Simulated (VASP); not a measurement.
# In (R-3m) in VASP: a series of runs

Runs on In. Level: PBE. Tasks: single point.

All numbers are computed with VASP 6.6.1; they aren't measurements. Logs are shortened: lines on timing, memory, paths and dates and some standing lists are left out, and cuts for length are marked.

### Step 1. The cell of the first run

It takes space group R-3m (No. 166, trigonal). Conventional cell: a = 4.599 Å, b = 4.599 Å, c = 11.265 Å, α = 90.00°, β = 90.00°, γ = 120.00°. Within 2.2 Å of In (site symmetry 3m) lie 1 In at 1.63 Å.

### Step 2. Single point, PBE (shortest bond scaled by 0.58)

Input file INCAR:

```
SYSTEM = In
PREC     = Accurate       ! precision mode
ENCUT    = 520            ! plane-wave cutoff, eV
EDIFF    = 1E-6           ! SCF threshold, eV
ISMEAR   = -1             ! smearing method
SIGMA    = 0.05           ! smearing width, eV
LREAL    = .FALSE.        ! projectors in reciprocal space
LASPH    = .TRUE.         ! aspherical terms in the spheres
NELM     = 100            ! most SCF steps
ALGO     = Normal         ! electronic algorithm
ISIF     = 2              ! what is computed and relaxed
LWAVE    = .FALSE.        ! write WAVECAR
LCHARG   = .FALSE.        ! write CHGCAR
GGA      = PE             ! functional
NBANDS   = 20             ! bands
```

Input file KPOINTS:

```
Automatic mesh
0
G
  8 8 8
  0 0 0
```

Input file POSCAR:

```
In
1.0
    0.0000000000      3.2520696876      3.2520696876
    3.2520696876      0.0000000000      3.2520696876
    3.2520696876      3.2520696876      0.0000000000
In
2
Direct
   -0.2825000000     -0.0725000000     -0.0725000000
    0.2825000000      0.0725000000      0.0725000000
```

Potentials or basis: VASP PAW PBE potentials, release 64 (In_d).

Command:

```bash
cat potpaw_PBE.64/In_d/POTCAR > POTCAR
mpirun -np 1 vasp_std > vasp.out
```

OUTCAR:

```text
SYSTEM = In
   PREC = Accurate
   ENCUT = 520
   EDIFF = 1E-6
   ISMEAR = -1
   LREAL = .FALSE.
   LASPH = .TRUE.
   NELM = 100
   ISIF = 2
   GGA = PE

 ion  position               nearest neighbor table
   1  0.718  0.928  0.928-   2 1.63   2 3.40   2 3.40   2 3.40
   2  0.282  0.072  0.072-   1 1.63   1 3.40   1 3.40   1 3.40

 -----------------------------------------------------------------------------
|                                                                             |
|           W    W    AA    RRRRR   N    N  II  N    N   GGGG   !!!           |
|           W    W   A  A   R    R  NN   N  II  NN   N  G    G  !!!           |
|           W    W  A    A  R    R  N N  N  II  N N  N  G       !!!           |
|           W WW W  AAAAAA  RRRRR   N  N N  II  N  N N  G  GGG   !            |
|           WW  WW  A    A  R   R   N   NN  II  N   NN  G    G                |
|           W    W  A    A  R    R  N    N  II  N    N   GGGG   !!!           |
|                                                                             |
|     The distance between some ions is very small. Please check the          |
|     nearest-neighbor list in the OUTCAR file.                               |
|     I HOPE YOU KNOW WHAT YOU ARE DOING!                                     |
|                                                                             |
 -----------------------------------------------------------------------------

  LATTYP: Found a face centered cubic cell.
 ALAT       =     6.5041393752

  Lattice vectors:

 A1 = (   0.0000000000,   3.2520696876,   3.2520696876)
 A2 = (   3.2520696876,   0.0000000000,   3.2520696876)
 A3 = (   3.2520696876,   3.2520696876,   0.0000000000)

Analysis of symmetry for initial positions (statically):
=====================================================================
 Subroutine PRICEL returns:
 Original cell was already a primitive cell.

 Routine SETGRP: Setting up the symmetry group for a
 face centered cubic supercell.

 Subroutine GETGRP returns: Found 12 space group operations
 (whereof  4 operations were pure point group operations)
 out of a pool of 48 trial point group operations.

The static configuration has the point symmetry C_2h.
 The point group associated with its full space group is D_3d.

Analysis of symmetry for dynamics (positions and initial velocities):
=====================================================================
 Subroutine PRICEL returns:
 Original cell was already a primitive cell.

 Routine SETGRP: Setting up the symmetry group for a
 face centered cubic supercell.

 Subroutine GETGRP returns: Found 12 space group operations
 (whereof  4 operations were pure point group operations)
 out of a pool of 48 trial point group operations.

The dynamic configuration has the point symmetry C_2h.
 The point group associated with its full space group is D_3d.

 Subroutine INISYM returns: Found 12 space group operations
 (whereof  4 operations are pure point group operations),
 and found     1 'primitive' translations

----------------------------------------------------------------------------------------

                                     Primitive cell

  volume of cell :      68.7875

  direct lattice vectors                    reciprocal lattice vectors
     0.000000000  3.252069688  3.252069688    -0.153748243  0.153748243  0.153748243
     3.252069688  0.000000000  3.252069688     0.153748243 -0.153748243  0.153748243
     3.252069688  3.252069688  0.000000000     0.153748243  0.153748243 -0.153748243

  length of vectors
     4.599121058  4.599121058  4.599121058     0.266299768  0.266299768  0.266299768

  position of ions in fractional coordinates (direct lattice)
     0.717500000  0.927500000  0.927500000
     0.282500000  0.072500000  0.072500000

  ion indices of the primitive-cell ions
   primitive index   ion index
                 1           1
                 2           2

----------------------------------------------------------------------------------------

 KPOINTS: Automatic mesh

Automatic generation of k-mesh.
 Grid dimensions read from file:
 generate k-points for:    8    8    8

 Generating k-lattice:

  Cartesian coordinates                     Fractional coordinates (reciprocal lattice)
    -0.019218530  0.019218530  0.019218530     0.125000000  0.000000000  0.000000000
     0.019218530 -0.019218530  0.019218530     0.000000000  0.125000000  0.000000000
     0.019218530  0.019218530 -0.019218530     0.000000000  0.000000000  0.125000000

  Length of vectors
     0.033287471  0.033287471  0.033287471

  Shift w.r.t. Gamma in fractional coordinates (k-lattice)
     0.000000000  0.000000000  0.000000000

 Subroutine IBZKPT returns following result:
 ===========================================

 Found     65 irreducible k-points:

 Following reciprocal coordinates:
            Coordinates               Weight
  0.000000  0.000000  0.000000      1.000000
  0.125000  0.000000  0.000000      2.000000
  0.000000  0.125000  0.000000      6.000000
  0.250000  0.000000  0.000000      2.000000
  0.000000  0.250000  0.000000      6.000000
  0.375000  0.000000  0.000000      2.000000
[... 16 lines left out ...]
 -0.250000  0.125000  0.000000      6.000000
  0.000000 -0.250000  0.125000     12.000000
 [... further k-points ...]
   k-points           NKPTS =     65   k-points in BZ     NKDIM =     65   number of bands    NBANDS=     20
   number of dos      NEDOS =    301   number of ions     NIONS =      2
   total plane-waves  NPLWV =  46656
   dimension x,y,z NGX =    36 NGY =   36 NGZ =   36
   dimension x,y,z NGXF=    72 NGYF=   72 NGZF=   72
   ions per type =               2
   NGX,Y,Z   is equivalent  to a cutoff of  13.01, 13.01, 13.01 a.u.
   NGXF,Y,Z  is equivalent  to a cutoff of  26.03, 26.03, 26.03 a.u.
 SYSTEM =  In
   PREC   = accura    normal or accurate (medium, high low for compatibility)
   ISTART =      0    job   : 0-new  1-cont  2-samecut
   ICHARG =      2    charge: 1-file 2-atom 10-const
   ISPIN  =      1    spin polarized calculation?
   LNONCOLLINEAR =      F non collinear calculations
   LSORBIT =      F    spin-orbit coupling
   LASPH  =      T    aspherical Exc in radial PAW
   ENCUT  =  520.0 eV  38.22 Ry    6.18 a.u.   8.55  8.55  8.55*2*pi/ulx,y,z
   NELM   =    100;   NELMIN=  2; NELMDL= -5     # of ELM steps
   EDIFF  = 0.1E-05   stopping-criterion for ELM
   LREAL  =      F    real-space projection
   EDIFFG = 0.1E-04   stopping-criterion for IOM
   NSW    =      0    number of steps for IOM
   IBRION =     -1    ionic relax: 0-MD 1-quasi-New 2-CG
   NFREE  =      0    steps in history (QN), initial steepest desc. (CG)
   ISIF   =      2    stress and relaxation
   ISYM   =      2    0-nonsym 1-usesym 2-fastsym
   POTIM  = 0.5000    time-step for ionic-motion
   TEBEG  =    0.0;   TEEND  =   0.0 temperature during run
   PSTRESS=    0.0 pullay stress
   NELECT =      26.0000    total number of electrons
   NUPDOWN=      -1.0000    fix difference up-down
   EMIN   =  10.00;   EMAX   =-10.00  energy-range for DOS
   EFERMI =   0.00;   METHOD = LEGACY
   ISMEAR =    -1;   SIGMA  =   0.05  broadening in eV -4-tet -1-fermi 0-gaus
   EFERMI_NEDOS =   21; number of points for ismear=-14 and -15
   IALGO  =     38    algorithm
   IMIX   =      4    mixing-type and parameters
     AMIX     =   0.40;   BMIX     =  1.00
     AMIX_MAG =   1.60;   BMIX_MAG =  1.00
  volume/ion in A,a.u.               =      34.39       232.10
  Fermi-wavevector in a.u.,A,eV,Ry     =   1.183667  2.236806 19.062673  1.401067
  Thomas-Fermi vector in A             =   2.319897
   LORBIT       =      0    0 simple, 1 ext, 2 COOP (PROOUT), +10 PAW based schemes
   GGA     = PE    functional components
   LHFCALC =     F    Hartree Fock is set to
   AEXX    =    0.0000 exact exchange contribution
   IVDW    =     0    specifies the selected vdW correction
   LEPSILON=     F    determine dielectric tensor
   LRPA    =     F    only Hartree local field effects (RPA)
 non-spin polarized calculation
  energy-cutoff  :      520.00
  volume of cell :       68.79
 maximum number of plane-waves:      1880
 NGX is ok and might be reduce to    36
   NGX = 17   NGY = 17   NGZ = 17

 number of electron      26.0000002 magnetization

 Free energy of the ion-electron system (eV)
  ---------------------------------------------------
  ext. energy  EPLUGINS =         0.00000000
  ---------------------------------------------------
  free energy    TOTEN  =        13.10153305 eV

  energy without entropy =       13.11521944  energy(sigma->0) =       13.10837625

 E-fermi :   4.5487     XC(G=0):  -8.6280

 val. band max:        4.5333602145   @ k =   0.1250   0.0000   0.0000
 cond. band min:       4.5544387205   @ k =   0.0000  -0.2500   0.1250
 fundamental gap:      0.0210785060
 Fermi energy:         4.5487297266

 k-point     1 :       0.0000    0.0000    0.0000
  band No.  band energies     occupation
      1     -17.1962      2.00000
      2     -15.8106      2.00000
      3     -15.8106      2.00000
      4     -12.3763      2.00000
      5     -12.3763      2.00000
      6     -11.0272      2.00000
[... 12 lines left out ...]
     19      11.3940      0.00000
     20      13.2650      0.00000

 k-point     2 :       0.1250    0.0000    0.0000
  band No.  band energies     occupation
      1     -17.2003      2.00000
      2     -15.8181      2.00000
      3     -15.8181      2.00000
      4     -12.3750      2.00000
      5     -12.3750      2.00000
      6     -11.0298      2.00000
[... 12 lines left out ...]
     19      12.3921      0.00000
     20      12.3921      0.00000
[... 465 lines left out ...]
      3     -15.8341      2.00000
      4     -12.3775      2.00000
      5     -12.3661      2.00000
      6     -11.0407      2.00000
[... 12 lines left out ...]
     19      11.8175      0.00000
     20      13.4351      0.00000

 k-point    24 :       0.0000   -0.2500    0.1250
  band No.  band energies     occupation
      1     -17.2011      2.00000
      2     -15.8341      2.00000
      3     -15.8129      2.00000
      4     -12.3733      2.00000
      5     -12.3649      2.00000
      6     -11.0389      2.00000
[... 12 lines left out ...]
     19      12.2616      0.00000
     20      13.1403      0.00000

 [... further k-points ...]

------------------------ aborting loop because EDIFF is reached ----------------------------------------

  FORCE on cell =-STRESS in cart. coord.  units (eV):
  Direction    XX          YY          ZZ          XY          YZ          ZX
  --------------------------------------------------------------------------------------
  -------------------------------------------------------------------------------------
  Total       26.0536428     26.0536428     26.0536428    -27.6032199     27.6032199    -27.6032199
  in kB      606.8334476    606.8334476    606.8334476   -642.9257226    642.9257226   -642.9257226
  external PRESSURE =     606.8334476 kB  Pullay stress =       0.0000000 kB

 VOLUME and BASIS-vectors are now :
 -----------------------------------------------------------------------------
  energy-cutoff  :      520.00
  volume of cell :       68.79
      direct lattice vectors                 reciprocal lattice vectors
     0.000000000  3.252069688  3.252069688    -0.153748243  0.153748243  0.153748243
     3.252069688  0.000000000  3.252069688     0.153748243 -0.153748243  0.153748243
     3.252069688  3.252069688  0.000000000     0.153748243  0.153748243 -0.153748243

 POSITION                                       TOTAL-FORCE (eV/Angst)
 -----------------------------------------------------------------------------------
      6.03259      5.34965      5.34965       -29.897570     29.897570     29.897570
      0.47155      1.15448      1.15448        29.897570    -29.897570    -29.897570
 -----------------------------------------------------------------------------------
    total drift:                                0.000000      0.000000      0.000000

  FREE ENERGIE OF THE ION-ELECTRON SYSTEM (eV)
  ---------------------------------------------------
  free  energy   TOTEN  =        13.1015330518 eV

  energy  without entropy=       13.1152194413  energy(sigma->0) =       13.10837625
```

It took 95 s on 1 thread of Intel Xeon Platinum 8488C (Sapphire Rapids), shared host; peak memory 0.23 GiB.

Results:

* Free energy: 13.1015 eV
* Pressure: 60.7 GPa
* Largest force: 51.784 eV/Å
* Band gap on the k mesh: zero (band 13 reaches 6.47 eV, above the bottom of band 14 at 3.50 eV)

Forces on the atoms (eV/Å):
```
In  -29.898  29.898  29.898
In   29.898 -29.898 -29.898
```

Caveat: the cell differs from its parent crystal (shortest bond scaled by 0.58); spin-orbit coupling is left out, which moves the levels of the heavy elements; forces of over 1 eV/Å act on the atoms, so gaps and moduli don't describe the material at rest.

### Step 3. Single point, PBE (shortest bond scaled by 0.58)

Input file INCAR:

```
ALGO = Normal ; EDIFF = 1E-6
ENCUT = 520 ; GGA = PE
ISIF = 2 ; ISMEAR = -1
LASPH = T ; LCHARG = F
LREAL = F ; LWAVE = F
NBANDS = 20 ; NELM = 100
PREC = Accurate ; SIGMA = 0.05
```

Input file KPOINTS:

```
k-points
0
Gamma
  8 8 8
```

POSCAR is that of step 2.

Potentials or basis: VASP PAW PBE potentials, release 64 (In_d).

Command:

```bash
cat potpaw_PBE.64/In_d/POTCAR > POTCAR
mpirun -np 1 vasp_std > vasp.out
```

Wall time 93 s (1 thread of Intel Xeon Platinum 8488C (Sapphire Rapids), shared host); peak memory 0.23 GiB.

Results (log left out):

| Item | Value |
| --- | --- |
| Free energy | 13.1015 eV |
| Pressure | 60.7 GPa |
| Largest force | 51.784 eV/Å |
| Band gap on the k mesh | zero (band 13 reaches 6.47 eV, above the bottom of band 14 at 3.50 eV) |

Forces in eV/Å, atoms in the order of the input:
```
In  -29.898  29.898  29.898
In   29.898 -29.898 -29.898
```

Stress tensor (GPa, compression positive):
```
 60.68 -64.29 -64.29
-64.29  60.68  64.29
-64.29  64.29  60.68
```

Levels at points of the mesh, in eV from the Fermi level:
```
           k point  band 9  band 10  band 11  band 12  band 13  band 14  band 15  band 16  band 17  band 18
(0.00, 0.00, 0.00)  -14.60   -14.60    -8.43     1.92     1.92     2.01     2.24     4.77     4.77     6.54
(0.50, 0.00, 0.00)  -14.46   -14.46    -6.49    -4.70     0.46     0.46     3.83     5.87     5.87     7.01
(0.00, 0.50, 0.00)  -14.62   -14.49    -7.10    -3.36     1.34     1.65     1.81     3.51     6.31     6.60
(0.50, 0.50, 0.00)  -14.58   -14.44    -6.38    -3.60    -0.71     0.47     0.91     3.23     9.61     9.81
```

Caveat: the cell differs from its parent crystal (shortest bond scaled by 0.58); spin-orbit coupling is left out, which moves the levels of the heavy elements; forces of over 1 eV/Å act on the atoms, so gaps and moduli don't describe the material at rest.
